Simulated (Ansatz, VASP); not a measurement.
# Si3Sn in VASP and in Ansatz

```xyz
4
Lattice="3.9839 0.0000 0.0000 0.0000 3.9839 0.0000 0.0000 0.0000 5.6722" Properties=species:S:1:pos:R:3 pbc="T T T"
Si    1.9920    0.0000    4.3971
Si    1.9920    1.9920    0.0000
Si    0.0000    1.9920    1.2751
Sn    0.0000    0.0000    2.8361
```

Change from the starting cell: hydrostatic strain -1.3%.

Alike in both runs: task single point; functional PBE; k mesh 6 × 6 × 4; occupations fermi-dirac, width 0.02 eV; no spin polarisation.

```csv
,VASP,Ansatz
version,VASP 6.6.1,Ansatz 0.2.0
potentials or method,"VASP PAW PBE potentials, release 64 (Si, Sn_d)","plane waves, PAW"
plane-wave cutoff (eV),500,420
valence electrons in the cell,26,26
```

VASP gave:

```
pressure (GPa)                     : 4.7
rms of the force components (eV/Å) : 0.036
```

Problem. What did Ansatz give for the same quantities?

Solution. Pressure (GPa): 4.8; rms of the force components (eV/Å): 0.038.

Atom by atom the forces differ by 0.002 eV/Å (rms over components). With one functional, cell and mesh, what is left measures potentials, basis and numerics.
